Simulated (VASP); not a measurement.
Write the native input for VASP 6.6.1 that does the following.

* Task: single point
* Functional: PBE
* Dispersion: D3(BJ)
* Potentials or basis: VASP PAW PBE potentials, release 64 (Zr_sv, B)
* Cutoff: 500 eV
* k mesh: 8 × 8 × 8
* Occupations: gaussian, width 0.05 eV
* Spin: no spin polarisation
* Dipole correction: no
* Further INCAR settings: ALGO = Normal; EDIFF = 1e-06; NBANDS = 14

The structure of ZrB lies in POSCAR:

```
ZrB
1.0
    0.0000000000      2.3250013489      2.3250013489
    2.3250013489      0.0000000000      2.3250013489
    2.3250013489      2.3250013489      0.0000000000
Zr B
1 1
Direct
    0.5000000000      0.5000000000      0.5000000000
    0.0000000000      0.0000000000      0.0000000000
```

One way to write it, as run:

INCAR

```
ALGO = Normal ; EDIFF = 1E-6
ENCUT = 500 ; GGA = PE
GGA_COMPAT = False ; ISIF = 2
ISMEAR = 0 ; IVDW = 12
LASPH = True ; LCHARG = False
LREAL = False ; LWAVE = False
NBANDS = 14 ; NELM = 120
PREC = Accurate ; SIGMA = 0.05
```

KPOINTS

```
k-points
0
Gamma
  8 8 8
```

Potentials or basis: VASP PAW PBE potentials, release 64 (Zr_sv, B).

Command:

```console
$ cat potpaw_PBE.64/Zr_sv/POTCAR potpaw_PBE.64/B/POTCAR > POTCAR
$ mpirun -np 1 vasp_std > vasp.out
```

Results of the run:

- Pressure: 29.3 GPa
- Band gap on the k mesh: zero (an odd number of electrons rules out a gap without spin polarisation)
- Dispersion energy per atom: -0.451 eV

Caveat: the cell stands under pressure.

It took 13 s on 1 thread of Intel(R) Xeon(R) Platinum 8259CL CPU @ 2.50GHz (Skylake/Cascade Lake), with other jobs on the host, peak memory 0.14 GiB.
